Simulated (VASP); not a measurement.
Write the native input for VASP 6.6.1 that does the following.

| Item | Value |
| --- | --- |
| Task | single point |
| Functional | LDA |
| Potentials or basis | VASP PAW LDA potentials, release 64 (Ni, Al) |
| Cutoff | 520 eV |
| k mesh | 15 × 15 × 15 |
| Occupations | fermi-dirac, width 0.1 eV |
| Spin | no spin polarisation |
| Dipole correction | no |
| Further INCAR settings | ALGO = Normal; EDIFF = 1e-06; NBANDS = 14 |

The structure of AlNi (rocksalt type) lies in POSCAR:

```
AlNi
1.0
    0.0000000000      1.9456050348      1.9456050348
    1.9456050348      0.0000000000      1.9456050348
    1.9456050348      1.9456050348      0.0000000000
Ni Al
1 1
Direct
    0.0000000000      0.0000000000      0.0000000000
    0.5000000000      0.5000000000      0.5000000000
```

One way to write it, as run:

INCAR

```
SYSTEM = AlNi
PREC = Accurate
ENCUT = 520
EDIFF = 1E-6
ISMEAR = -1
SIGMA = 0.1
LREAL = .FALSE.
LASPH = .TRUE.
NELM = 60
ALGO = Normal
ISIF = 2
LWAVE = .FALSE.
LCHARG = .TRUE.
LELF = .TRUE.
LVHAR = .TRUE.
NBANDS = 14
```

KPOINTS

```
Automatic mesh
0
G
  15 15 15
  0 0 0
```

Potentials or basis: VASP PAW LDA potentials, release 64 (Ni, Al).

Command:

```console
$ cat potpaw_LDA.64/Ni/POTCAR potpaw_LDA.64/Al/POTCAR > POTCAR
$ mpirun -np 1 vasp_std > vasp.out
```

It gave:

* Pressure: 273.0 GPa
* Band gap on the k mesh: zero (an odd number of electrons rules out a gap without spin polarisation)

Caveat: the cell stands under pressure.

Wall time 13 s on 1 thread of Intel(R) Xeon(R) Platinum 8559C (Emerald Rapids), on a shared host, peak memory 0.13 GiB.
